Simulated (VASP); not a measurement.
# HfSiO4 (I4_1/amd) in VASP: single point with PBE

Aim: the single point of HfSiO4 with PBE.

Program: VASP 6.6.1. These are calculated values, not measurements. Logs are shortened: lines on timing, memory, paths and dates and some standing lists are left out, and cuts for length are marked.

## (1) The cell of the first run

Symmetry: I4_1/amd, No. 141, tetragonal system. The conventional cell has a = 6.645 Å, b = 6.645 Å, c = 6.014 Å, α = 90.00°, β = 90.00°, γ = 90.00°. Within 2.8 Å of Hf (site symmetry -4m2) lie 8 O at 2.14 to 2.28 Å. Si (site symmetry -4m2) has 4 O at 1.64 Å within 2.2 Å. Within 2.3 Å of O (site symmetry m) lie 1 Si at 1.64 Å and 2 Hf at 2.14 to 2.28 Å.

## (2) Single point, PBE

The input, INCAR:

```
PREC = Accurate ; ENCUT = 520
EDIFF = 1E-6 ; ISMEAR = 0
SIGMA = 0.01 ; LREAL = Auto
LASPH = True ; NELM = 100
ALGO = Normal ; ISIF = 2
LWAVE = False ; LCHARG = False
GGA = PE ; NBANDS = 182
```

The input, KPOINTS:

```
Automatic mesh
0
Gamma
  2 2 2
  0.5 0.5 0.5
```

The input, POSCAR:

```
HfSiO4
1.0
    0.0000000000      6.6454903778     -6.0144475068
   -6.6454903778      0.0000000000      6.0144475068
    6.6454903778      0.0000000000      6.0144475068
Hf Si O
8 8 32
Direct
    0.5000000000      0.3750000000      0.3750000000
    0.0000000000      0.1250000000      0.6250000000
    0.5000000000      0.8750000000      0.8750000000
    0.0000000000      0.6250000000      0.1250000000
    0.5000000000      0.2500000000      0.7500000000
    0.0000000000      0.0000000000      0.0000000000
    0.5000000000      0.7500000000      0.2500000000
    0.0000000000      0.5000000000      0.5000000000
    1.0000000000      0.8750000000      0.3750000000
    0.5000000000      0.6250000000      0.6250000000
    1.0000000000      0.3750000000      0.8750000000
    0.5000000000      0.1250000000      0.1250000000
    0.5000000000      1.0000000000      0.5000000000
    0.0000000000      0.7500000000      0.7500000000
    0.5000000000      0.5000000000      0.0000000000
    0.0000000000      0.2500000000      0.2500000000
    0.3158051761      0.8173684736      0.3173684736
    0.8158051761      0.5673684736      0.5673684736
    0.3158051761      0.3173684736      0.8173684736
    0.8158051761      0.0673684736      0.0673684736
    0.0000000000      0.6923684736      0.3765632975
    0.5000000000      0.4423684736      0.6265632975
    0.0000000000      0.1923684736      0.8765632975
    0.5000000000      0.9423684736      0.1265632975
    0.1841948239      0.2515632975      0.2515632975
    0.6841948239      0.0015632975      0.5015632975
    0.1841948239      0.7515632975      0.7515632975
    0.6841948239      0.5015632975      0.0015632975
    0.0000000000      0.8765632975      0.1923684736
    0.5000000000      0.6265632975      0.4423684736
    1.0000000000      0.3765632975      0.6923684736
    0.5000000000      0.1265632975      0.9423684736
    0.1841948239      0.0576315264      0.5576315264
    0.6841948239      0.8076315264      0.8076315264
    0.1841948239      0.5576315264      0.0576315264
    0.6841948239      0.3076315264      0.3076315264
    1.0000000000      0.2484367025      0.4326315264
    0.5000000000      0.9984367025      0.6826315264
    0.0000000000      0.7484367025      0.9326315264
    0.5000000000      0.4984367025      0.1826315264
    0.8158051761      0.8734367025      0.3734367025
    0.3158051761      0.6234367025      0.6234367025
    0.8158051761      0.3734367025      0.8734367025
    0.3158051761      0.1234367025      0.1234367025
    0.5000000000      0.1826315264      0.4984367025
    0.0000000000      0.9326315264      0.7484367025
    0.5000000000      0.6826315264      0.9984367025
    0.0000000000      0.4326315264      0.2484367025
```

Potentials or basis: VASP PAW PBE potentials, release 64 (Hf_pv, Si, O).

Started as:

```sh
$ cat potpaw_PBE.64/Hf_pv/POTCAR potpaw_PBE.64/Si/POTCAR potpaw_PBE.64/O/POTCAR > POTCAR
$ mpirun -np 1 vasp_std > vasp.out
```

OUTCAR:

```text
PREC = Accurate
   ENCUT = 520
   EDIFF = 1E-6
   ISMEAR = 0
   LREAL = Auto
   LASPH = True
   NELM = 100
   ISIF = 2
   GGA = PE

 ion  position               nearest neighbor table
   1  0.500  0.375  0.375-  18 2.14  25 2.14  40 2.14  45 2.14  36 2.28  22 2.28  44 2.28  30 2.28
                            10 3.01  12 3.01   7 3.65   8 3.65   5 3.65   6 3.65
   2  0.000  0.125  0.625-  19 2.14  26 2.14  37 2.14  46 2.14  33 2.28  23 2.28  41 2.28  31 2.28
                             9 3.01  11 3.01   6 3.65   8 3.65   5 3.65   7 3.65
   3  0.500  0.875  0.875-  20 2.14  27 2.14  38 2.14  47 2.14  34 2.28  24 2.28  42 2.28  32 2.28
                            10 3.01  12 3.01   6 3.65   7 3.65   5 3.65   8 3.65
   4  0.000  0.625  0.125-  17 2.14  28 2.14  39 2.14  48 2.14  35 2.28  21 2.28  43 2.28  29 2.28
                             9 3.01  11 3.01   7 3.65   8 3.65   6 3.65   5 3.65
   5  0.500  0.250  0.750-  22 2.14  32 2.14  33 2.14  43 2.14  28 2.28  38 2.28  19 2.28  45 2.28
                            13 3.01  15 3.01   3 3.65   4 3.65   1 3.65   2 3.65
   6  0.000  0.000  0.000-  23 2.14  29 2.14  34 2.14  44 2.14  25 2.28  39 2.28  20 2.28  46 2.28
                            14 3.01  16 3.01   2 3.65   4 3.65   1 3.65   3 3.65
   7  0.500  0.750  0.250-  24 2.14  30 2.14  35 2.14  41 2.14  26 2.28  40 2.28  17 2.28  47 2.28
                            13 3.01  15 3.01   2 3.65   3 3.65   1 3.65   4 3.65
   8  0.000  0.500  0.500-  21 2.14  31 2.14  36 2.14  42 2.14  27 2.28  37 2.28  18 2.28  48 2.28
                            14 3.01  16 3.01   3 3.65   4 3.65   2 3.65   1 3.65
   9  0.000  0.875  0.375-  21 1.64  29 1.64  33 1.64  41 1.64   2 3.01   4 3.01
[... 46 lines left out ...]
 A1 = (   6.6454903778,   0.0000000000,  -6.0144475068)
 A2 = (  -6.6454903778,   0.0000000000,  -6.0144475068)
 A3 = (   0.0000000000,   6.6454903778,   6.0144475068)

Analysis of symmetry for initial positions (statically):
=====================================================================
 Subroutine PRICEL returns following result:

  LATTYP: Found a body centered tetragonal cell.
 ALAT       =     6.6454903778
 C/A-ratio  =     0.9050419405

  Lattice vectors:

 A1 = (   3.3227451889,   3.3227451889,  -3.0072237534)
 A2 = (  -3.3227451889,  -3.3227451889,  -3.0072237534)
 A3 = (  -3.3227451889,   3.3227451889,   3.0072237534)

   4 primitive cells build up your supercell.

 Routine SETGRP: Setting up the symmetry group for a
 body centered tetragonal supercell.

 Subroutine GETGRP returns: Found 16 space group operations
 (whereof  8 operations were pure point group operations)
 out of a pool of 16 trial point group operations.

The static configuration has the point symmetry D_2d.
 The point group associated with its full space group is D_4h.

Analysis of symmetry for dynamics (positions and initial velocities):
=====================================================================
 Subroutine PRICEL returns following result:

  LATTYP: Found a body centered tetragonal cell.
 ALAT       =     6.6454903778
 C/A-ratio  =     0.9050419405

  Lattice vectors:

 A1 = (   3.3227451889,   3.3227451889,  -3.0072237534)
 A2 = (  -3.3227451889,  -3.3227451889,  -3.0072237534)
 A3 = (  -3.3227451889,   3.3227451889,   3.0072237534)

   4 primitive cells build up your supercell.

 Routine SETGRP: Setting up the symmetry group for a
 body centered tetragonal supercell.

 Subroutine GETGRP returns: Found 16 space group operations
 (whereof  8 operations were pure point group operations)
 out of a pool of 16 trial point group operations.

The dynamic configuration has the point symmetry D_2d.
 The point group associated with its full space group is D_4h.

 Subroutine INISYM returns: Found 16 space group operations
 (whereof  8 operations are pure point group operations),
 and found     4 'primitive' translations

----------------------------------------------------------------------------------------

                                     Primitive cell

  volume of cell :     132.8066

  direct lattice vectors                    reciprocal lattice vectors
     3.322745189  3.322745189 -3.007223753     0.000000000  0.150477985 -0.166266311
    -3.322745189 -3.322745189 -3.007223753    -0.150477985  0.000000000 -0.166266311
    -3.322745189  3.322745189  3.007223753    -0.150477985  0.150477985  0.000000000

  length of vectors
     5.578948457  5.578948457  5.578948457     0.224250106  0.224250106  0.212808007

[... 26 lines left out ...]
                11          42
                12          45

----------------------------------------------------------------------------------------

 KPOINTS: Automatic mesh

Automatic generation of k-mesh.
 Grid dimensions read from file:
 generate k-points for:    2    2    2

 Generating k-lattice:

  Cartesian coordinates                     Fractional coordinates (reciprocal lattice)
     0.000000000  0.075238992  0.000000000     0.500000000  0.000000000  0.000000000
    -0.037619496  0.037619496  0.041566578     0.000000000  0.500000000  0.000000000
     0.037619496  0.037619496  0.041566578     0.000000000  0.000000000  0.500000000

  Length of vectors
     0.075238992  0.067514690  0.067514690

  Shift w.r.t. Gamma in fractional coordinates (k-lattice)
     0.500000000  0.500000000  0.500000000

 Subroutine IBZKPT returns following result:
 ===========================================

 Found      3 irreducible k-points:

 Following reciprocal coordinates:
            Coordinates               Weight
  0.250000  0.250000  0.250000      2.000000
 -0.250000  0.250000  0.250000      2.000000
  0.250000 -0.250000  0.250000      4.000000
   k-points           NKPTS =      3   k-points in BZ     NKDIM =      3   number of bands    NBANDS=    182
   number of dos      NEDOS =    301   number of ions     NIONS =     48
   total plane-waves  NPLWV = 343000
   dimension x,y,z NGX =    70 NGY =   70 NGZ =   70
   dimension x,y,z NGXF=   140 NGYF=  140 NGZF=  140
   ions per type =               8   8  32
   NGX,Y,Z   is equivalent  to a cutoff of  12.98, 12.98, 12.98 a.u.
   NGXF,Y,Z  is equivalent  to a cutoff of  25.97, 25.97, 25.97 a.u.
 SYSTEM =  unknown system
   PREC   = accura    normal or accurate (medium, high low for compatibility)
   ISTART =      0    job   : 0-new  1-cont  2-samecut
   ICHARG =      2    charge: 1-file 2-atom 10-const
   ISPIN  =      1    spin polarized calculation?
   LNONCOLLINEAR =      F non collinear calculations
   LSORBIT =      F    spin-orbit coupling
   LASPH  =      T    aspherical Exc in radial PAW
   ENCUT  =  520.0 eV  38.22 Ry    6.18 a.u.  16.67 16.67 16.67*2*pi/ulx,y,z
   NELM   =    100;   NELMIN=  2; NELMDL= -5     # of ELM steps
   EDIFF  = 0.1E-05   stopping-criterion for ELM
   LREAL  =      T    real-space projection
   EDIFFG = 0.1E-04   stopping-criterion for IOM
   NSW    =      0    number of steps for IOM
   IBRION =     -1    ionic relax: 0-MD 1-quasi-New 2-CG
   NFREE  =      0    steps in history (QN), initial steepest desc. (CG)
   ISIF   =      2    stress and relaxation
   ISYM   =      2    0-nonsym 1-usesym 2-fastsym
   POTIM  = 0.5000    time-step for ionic-motion
   TEBEG  =    0.0;   TEEND  =   0.0 temperature during run
   PSTRESS=    0.0 pullay stress
   NELECT =     304.0000    total number of electrons
   NUPDOWN=      -1.0000    fix difference up-down
   EMIN   =  10.00;   EMAX   =-10.00  energy-range for DOS
   EFERMI =   0.00;   METHOD = LEGACY
   ISMEAR =     0;   SIGMA  =   0.01  broadening in eV -4-tet -1-fermi 0-gaus
   EFERMI_NEDOS =   21; number of points for ismear=-14 and -15
   IALGO  =     38    algorithm
   IMIX   =      4    mixing-type and parameters
     AMIX     =   0.40;   BMIX     =  1.00
     AMIX_MAG =   1.60;   BMIX_MAG =  1.00
  volume/ion in A,a.u.               =      11.07        74.69
  Fermi-wavevector in a.u.,A,eV,Ry     =   1.359167  2.568453 25.134510  1.847334
  Thomas-Fermi vector in A             =   2.485938
   LORBIT       =      0    0 simple, 1 ext, 2 COOP (PROOUT), +10 PAW based schemes
   GGA     = PE    functional components
   LHFCALC =     F    Hartree Fock is set to
   AEXX    =    0.0000 exact exchange contribution
   IVDW    =     0    specifies the selected vdW correction
   LEPSILON=     F    determine dielectric tensor
   LRPA    =     F    only Hartree local field effects (RPA)
 non-spin polarized calculation
 Gauss-broadening in eV      SIGMA  =   0.01
  energy-cutoff  :      520.00
  volume of cell :      531.23
 maximum number of plane-waves:     14292
 NGX is ok and might be reduce to    70
   NGX = 33   NGY = 33   NGZ = 33

 number of electron     304.0000035 magnetization

 Free energy of the ion-electron system (eV)
  ---------------------------------------------------
  ext. energy  EPLUGINS =         0.00000000
  ---------------------------------------------------
  free energy    TOTEN  =      -434.65360074 eV

  energy without entropy =     -434.65360074  energy(sigma->0) =     -434.65360074

 E-fermi :   3.1334     XC(G=0): -10.9388

 val. band max:        3.0436820497   @ k =  -0.2500   0.2500   0.2500
 cond. band min:       8.3246621447   @ k =  -0.2500   0.2500   0.2500
 fundamental gap:      5.2809800950
 Fermi energy:         3.1333583364

 k-point     1 :       0.2500    0.2500    0.2500
  band No.  band energies     occupation
      1     -26.4163      2.00000
      2     -26.4163      2.00000
      3     -26.4163      2.00000
      4     -26.4163      2.00000
      5     -26.3932      2.00000
      6     -26.3932      2.00000
[... 490 lines left out ...]
    163       9.3762      0.00000
    164       9.3762      0.00000
 [bands above 164 left out]

------------------------ aborting loop because EDIFF is reached ----------------------------------------

  FORCE on cell =-STRESS in cart. coord.  units (eV):
  Direction    XX          YY          ZZ          XY          YZ          ZX
  --------------------------------------------------------------------------------------
  -------------------------------------------------------------------------------------
  Total       -5.7058005     -5.7058005     -4.6316271      0.0000000      0.0000000     -0.0000000
  in kB      -17.2086724    -17.2086724    -13.9689695      0.0000000      0.0000000     -0.0000000
  external PRESSURE =     -16.1287714 kB  Pullay stress =       0.0000000 kB

 VOLUME and BASIS-vectors are now :
 -----------------------------------------------------------------------------
  energy-cutoff  :      520.00
  volume of cell :      531.23
      direct lattice vectors                 reciprocal lattice vectors
     0.000000000  6.645490378 -6.014447507     0.000000000  0.150477985  0.000000000
    -6.645490378  0.000000000  6.014447507    -0.075238992  0.075238992  0.083133156
     6.645490378  0.000000000  6.014447507     0.075238992  0.075238992  0.083133156

 POSITION                                       TOTAL-FORCE (eV/Angst)
 -----------------------------------------------------------------------------------
      0.00000      3.32275      1.50361         0.000000     -0.000000      0.000000
      3.32275      0.00000      4.51084         0.000000     -0.000000      0.000000
      0.00000      3.32275      7.51806         0.000000     -0.000000      0.000000
     -3.32275      0.00000      4.51084         0.000000     -0.000000      0.000000
      3.32275      3.32275      3.00722         0.000000     -0.000000      0.000000
      0.00000      0.00000      0.00000         0.000000     -0.000000      0.000000
[... 40 lines left out ...]
      2.09868      3.32275      7.10347        -0.130260     -0.000000      0.134075
     -1.22406      0.00000      4.09625        -0.130260     -0.000000      0.134075
 -----------------------------------------------------------------------------------
    total drift:                               -0.000000      0.000003      0.000001

  FREE ENERGIE OF THE ION-ELECTRON SYSTEM (eV)
  ---------------------------------------------------
  free  energy   TOTEN  =      -434.6536007419 eV

  energy  without entropy=     -434.6536007419  energy(sigma->0) =     -434.65360074
```

Run time: 13 min. Hardware: 1 thread of AMD EPYC 7R13 (Zen 3), shared host; peak memory 0.76 GiB.

Results:

```
Free energy            : -434.6536 eV
Pressure               : -1.6 GPa
Largest force          : 0.187 eV/Å
Band gap on the k mesh : 5.28 eV
```

Forces in eV/Å, atoms in the order of the input:
```
Hf   0.000  0.000  0.000
Hf   0.000  0.000  0.000
Hf   0.000  0.000  0.000
Hf   0.000  0.000  0.000
Hf   0.000  0.000  0.000
Hf   0.000  0.000  0.000
Hf   0.000  0.000  0.000
Hf   0.000  0.000  0.000
Si   0.000  0.000  0.000
Si   0.000  0.000  0.000
Si   0.000  0.000  0.000
Si   0.000  0.000  0.000
Si   0.000  0.000  0.000
Si   0.000  0.000  0.000
Si   0.000  0.000  0.000
Si   0.000  0.000  0.000
O    0.000 -0.130 -0.134
O    0.000 -0.130 -0.134
O    0.000 -0.130 -0.134
O    0.000 -0.130 -0.134
O    0.130  0.000 -0.134
O    0.130  0.000 -0.134
O    0.130  0.000 -0.134
O    0.130  0.000 -0.134
O    0.000  0.130 -0.134
O    0.000  0.130 -0.134
O    0.000  0.130 -0.134
O    0.000  0.130 -0.134
O   -0.130  0.000 -0.134
O   -0.130  0.000 -0.134
O   -0.130  0.000 -0.134
O   -0.130  0.000 -0.134
O    0.000  0.130  0.134
O    0.000  0.130  0.134
O    0.000  0.130  0.134
O    0.000  0.130  0.134
O    0.130  0.000  0.134
O    0.130  0.000  0.134
O    0.130  0.000  0.134
O    0.130  0.000  0.134
O    0.000 -0.130  0.134
O    0.000 -0.130  0.134
O    0.000 -0.130  0.134
O    0.000 -0.130  0.134
O   -0.130  0.000  0.134
O   -0.130  0.000  0.134
O   -0.130  0.000  0.134
O   -0.130  0.000  0.134
```

Levels at points of the mesh, in eV from the valence-band top:
| k point | band 150 | band 151 | band 152 | band 153 | band 154 | band 155 |
| --- | --- | --- | --- | --- | --- | --- |
| (0.25, 0.25, 0.25) | -0.27 | -0.27 | -0.27 | 5.55 | 5.55 | 5.55 |

Caveat: spin-orbit coupling is left out, which moves the levels of the heavy elements; a shifted mesh leaves out Γ, where band edges can lie. A k mesh can miss the band edges.
